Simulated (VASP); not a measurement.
# LiH (Fm-3m) in VASP: vibrations by perturbation theory with PBEsol

Aim: the vibrations by perturbation theory of LiH with PBEsol.

All numbers are computed with VASP 6.6.1; they aren't measurements. Logs are shortened: lines on timing, memory, paths and dates and some standing lists are left out, and cuts for length are marked.

**1. The cell of the first run**

It takes space group Fm-3m (No. 225, cubic). Conventional cell: a = 3.981 Å, b = 3.981 Å, c = 3.981 Å, α = 90.00°, β = 90.00°, γ = 90.00°. Within 2.6 Å of Li (site symmetry m-3m) lie 6 H at 1.99 Å. Within 2.6 Å of H (site symmetry m-3m) lie 6 Li at 1.99 Å.

**2. Vibrations by perturbation theory, PBEsol**

File INCAR:

```
PREC = Accurate ; ENCUT = 520
EDIFF = 1E-8 ; ISMEAR = 0
SIGMA = 0.01 ; LREAL = F
LASPH = T ; NELM = 80
ALGO = Normal ; ISIF = 2
LWAVE = F ; LCHARG = F
GGA = PS ; NBANDS = 9
IBRION = 8 ; NSW = 1
```

File KPOINTS:

```
regular mesh
0
Gamma
  12 12 12
```

File POSCAR:

```
LiH
1.0
    0.0000000000      1.9903750528      1.9903750528
    1.9903750528      0.0000000000      1.9903750528
    1.9903750528      1.9903750528      0.0000000000
Li H
1 1
Direct
    0.0000000000      0.0000000000      0.0000000000
    0.5000000000      0.5000000000      0.5000000000
```

Potentials or basis: VASP PAW PBE potentials, release 64 (Li_sv, H).

Command:

```
$ cat potpaw_PBE.64/Li_sv/POTCAR potpaw_PBE.64/H/POTCAR > POTCAR
$ mpirun -np 1 vasp_std > vasp.out
```

OUTCAR:

```text
PREC = Accurate
   ENCUT = 520
   EDIFF = 1E-8
   ISMEAR = 0
   LREAL = F
   LASPH = T
   NELM = 80
   ISIF = 2
   GGA = PS
   IBRION = 8
   NSW = 1

 ion  position               nearest neighbor table
   1  0.000  0.000  0.000-
   2  0.500  0.500  0.500-

  LATTYP: Found a face centered cubic cell.
 ALAT       =     3.9807501056

  Lattice vectors:

 A1 = (   0.0000000000,   1.9903750528,   1.9903750528)
 A2 = (   1.9903750528,   0.0000000000,   1.9903750528)
 A3 = (   1.9903750528,   1.9903750528,   0.0000000000)

Analysis of symmetry for initial positions (statically):
[... 6 lines left out ...]

 Subroutine GETGRP returns: Found 48 space group operations
 (whereof 48 operations were pure point group operations)
 out of a pool of 48 trial point group operations.

The static configuration has the point symmetry O_h .

Analysis of symmetry for dynamics (positions and initial velocities):
[... 6 lines left out ...]

 Subroutine GETGRP returns: Found 48 space group operations
 (whereof 48 operations were pure point group operations)
 out of a pool of 48 trial point group operations.

The dynamic configuration has the point symmetry O_h .

 Subroutine INISYM returns: Found 48 space group operations
 (whereof 48 operations are pure point group operations),
 and found     1 'primitive' translations

----------------------------------------------------------------------------------------

                                     Primitive cell

  volume of cell :      15.7701

  direct lattice vectors                    reciprocal lattice vectors
     0.000000000  1.990375053  1.990375053    -0.251208936  0.251208936  0.251208936
     1.990375053  0.000000000  1.990375053     0.251208936 -0.251208936  0.251208936
     1.990375053  1.990375053  0.000000000     0.251208936  0.251208936 -0.251208936

  length of vectors
[... 436 lines left out ...]
  Total       -0.0196817     -0.0196817     -0.0196817     -0.0000000     -0.0000000      0.0000000
  in kB       -1.9995770     -1.9995770     -1.9995770     -0.0000000     -0.0000000      0.0000000
  external PRESSURE =      -1.9995770 kB  Pullay stress =       0.0000000 kB

 VOLUME and BASIS-vectors are now :
 -----------------------------------------------------------------------------
  energy-cutoff  :      520.00
  volume of cell :       15.77
      direct lattice vectors                 reciprocal lattice vectors
     0.000000000  1.990375053  1.990375053    -0.251208936  0.251208936  0.251208936
     1.990375053  0.000000000  1.990375053     0.251208936 -0.251208936  0.251208936
     1.990375053  1.990375053  0.000000000     0.251208936  0.251208936 -0.251208936

 POSITION                                       TOTAL-FORCE (eV/Angst)
 -----------------------------------------------------------------------------------
      0.00000      0.00000      0.00000        -0.000000     -0.000000      0.000000
      1.99038      1.99038      1.99038         0.000000      0.000000     -0.000000
 -----------------------------------------------------------------------------------
    total drift:                                0.000000     -0.000000     -0.000000

  FREE ENERGIE OF THE ION-ELECTRON SYSTEM (eV)
  ---------------------------------------------------
  free  energy   TOTEN  =        -6.1204408746 eV

  energy  without entropy=       -6.1204408746  energy(sigma->0) =       -6.12044087

[... ionic steps 2 to 3 ...]

--------------------------------------- Ionic step        4  -------------------------------------------

------------------------ aborting loop because EDIFF is reached ----------------------------------------

[... ionic steps 5 to 6 ...]

--------------------------------------- Ionic step        7  -------------------------------------------

 Free energy of the ion-electron system (eV)
  ---------------------------------------------------
  ---------------------------------------------------
  free energy    TOTEN  =        -0.01746385 eV

  energy without entropy =       -0.01746385

------------------------ aborting loop because EDIFF is reached ----------------------------------------

 INTERNAL STRAIN TENSOR  FOR ION    2  DIRECTION 1   (eV/Angst):
 -----------------------------------------------------------------------------
     0.00137 -0.00000  0.00000
    -0.00000 -0.00387  0.00000
     0.00000  0.00000 -0.00387

 INTERNAL STRAIN TENSOR FOR ION    2 for displacements in x,y,z  (eV/Angst):
          X           Y           Z          XY          YZ          ZX
  --------------------------------------------------------------------------------
  x     0.00000     0.00000     0.00000     0.00000     0.00000     0.00000
  y     0.00000     0.00000     0.00000     0.00000     0.00000     0.00000
  z     0.00000     0.00000     0.00000     0.00000     0.00000     0.00000

 SECOND DERIVATIVES (NOT SYMMETRIZED)
 ------------------------------------
               1X          1Y          1Z          2X          2Y          2Z
  1X    -1.253591    0.000000    0.000000    1.253591    0.000000    0.000000
  1Y     0.000000   -1.253591    0.000000    0.000000    1.253591    0.000000
  1Z     0.000000    0.000000   -1.253591    0.000000    0.000000    1.253591
  2X     1.257428    0.000000    0.000000   -1.257428    0.000000    0.000000
  2Y     0.000000    1.257428    0.000000    0.000000   -1.257428    0.000000
  2Z     0.000000    0.000000    1.257428    0.000000    0.000000   -1.257428

 Eigenvectors and eigenvalues of the dynamical matrix
 ----------------------------------------------------

   1 f  =   18.735569 THz   117.719054 2PiTHz  624.951321 cm-1    77.484054 meV
             X         Y         Z           dx          dy          dz
      0.000000  0.000000  0.000000     0.000000    0.352861    0.000000
      1.990375  1.990375  1.990375     0.000000   -0.935676    0.000000
[... 21 lines left out ...]
   6 f/i=    0.009454 THz     0.059402 2PiTHz    0.315355 cm-1     0.039099 meV
             X         Y         Z           dx          dy          dz
      0.000000  0.000000  0.000000     0.000000    0.000000    0.935676
      1.990375  1.990375  1.990375     0.000000    0.000000    0.352861

--------------------------------------------------------------------------------------------------------

 ELASTIC MODULI CONTR FROM IONIC RELAXATION (kBar)
 Direction    XX          YY          ZZ          XY          YZ          ZX
 --------------------------------------------------------------------------------
 XX           0.0000      0.0000      0.0000      0.0000      0.0000      0.0000
 YY           0.0000      0.0000      0.0000      0.0000      0.0000      0.0000
 ZZ           0.0000      0.0000      0.0000      0.0000      0.0000      0.0000
 XY           0.0000      0.0000      0.0000      0.0000      0.0000      0.0000
 YZ           0.0000      0.0000      0.0000      0.0000      0.0000      0.0000
 ZX           0.0000      0.0000      0.0000      0.0000      0.0000      0.0000
 --------------------------------------------------------------------------------
```

stdout:

```text
POSCAR found type information on POSCAR LiH
 POSCAR found :  2 types and       2 ions
 scaLAPACK will be used
 -----------------------------------------------------------------------------
|                                                                             |
|                                                                             |
|     You enforced a specific xc type in the INCAR file but a different       |
|     I HOPE YOU KNOW WHAT YOU ARE DOING!                                     |
|                                                                             |
 -----------------------------------------------------------------------------

 LDA part: xc-table for (Slater+PW92), standard interpolation
 POSCAR, INCAR and KPOINTS ok, starting setup
 FFT: planning ... GRIDC
 FFT: planning ... GRID_SOFT
 FFT: planning ... GRID
 WAVECAR not read
 entering main loop
 Linear response reoptimize wavefunctions to high precision
 Linear response DOF=           2
 Linear response progress:
 first order change of Fermi-energy  -0.28266E-03
 force on displaced ion       1 direction 1 :  -1.254   0.000   0.000
 Linear response progress:
 first order change of Fermi-energy   0.46531E-03
 force on displaced ion       2 direction 1 :  -1.257   0.000   0.000
 Linear response finished
```

It took 92 s on 1 thread of Intel Xeon 8259CL, shared host; peak memory 0.18 GiB.

Results:

| Item | Value |
| --- | --- |
| Highest phonon frequency at Γ, LO-TO splitting left out | 625 cm⁻¹ |

Phonon frequencies in cm⁻¹ (negative: imaginary):
```tsv
q point	frequencies
(0.000, 0.000, 0.000)	0 0 0 625 625 625
```

Caveat: the cutoff is under 1.25 times the usual one of these potentials, so pressure, stress and relaxed cells hold a basis-set (Pulay) error; the PAW data sets were made with another functional, which shifts forces and pressure a little.
